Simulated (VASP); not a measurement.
Input of a VASP 6.6.1 run:

File POSCAR:

```
LiCl
1.0
    0.0000000000      2.6032314000      2.4878172000
    2.6032314000      0.0000000000      2.4878172000
    2.6032314000      2.6032314000      0.0000000000
Li Cl
1 1
Direct
    0.0000000000      0.0000000000      0.0000000000
    0.5000000000      0.5000000000      0.5000000000
```

The input INCAR.step1:

```
SYSTEM = LiCl
ALGO = Normal ; EDIFF = 1E-4
ENCUT = 520 ; GGA = PE
ISMEAR = 0 ; LASPH = .TRUE.
LCHARG = .FALSE. ; LREAL = .FALSE.
LWAVE = .TRUE. ; NBANDS = 12
NELM = 80 ; PREC = Accurate
SIGMA = 0.05
```

The input INCAR.step2:

```
SYSTEM = LiCl
ALGO = Normal ; EDIFF = 1E-6
ENCUT = 520 ; ISIF = 2
ISMEAR = 0 ; ISTART = 1
LASPH = .TRUE. ; LCHARG = .TRUE.
LELF = .TRUE. ; LMIXTAU = .TRUE.
LREAL = .FALSE. ; LVHAR = .TRUE.
LWAVE = .FALSE. ; METAGGA = R2SCAN
NBANDS = 12 ; NELM = 80
PREC = Accurate ; SIGMA = 0.05
```

Contents of KPOINTS:

```
k-points
0
G
  8 8 8
  0 0 0
```

Potentials or basis: VASP PAW PBE potentials, release 64 (Li_sv, Cl).

Run with:

```bash
$ cat potpaw_PBE.64/Li_sv/POTCAR potpaw_PBE.64/Cl/POTCAR > POTCAR
$ cp INCAR.step1 INCAR
$ mpirun -np 1 vasp_std > vasp.out
$ cp INCAR.step2 INCAR
$ mpirun -np 1 vasp_std > vasp.out
```

Problem. What does it give for the band gap on the k mesh?

Solution. 7.25 eV.

Caveat: the cell differs from its parent crystal (strain +0.015 along x and y, -0.030 along z). A k mesh can miss the band edges.
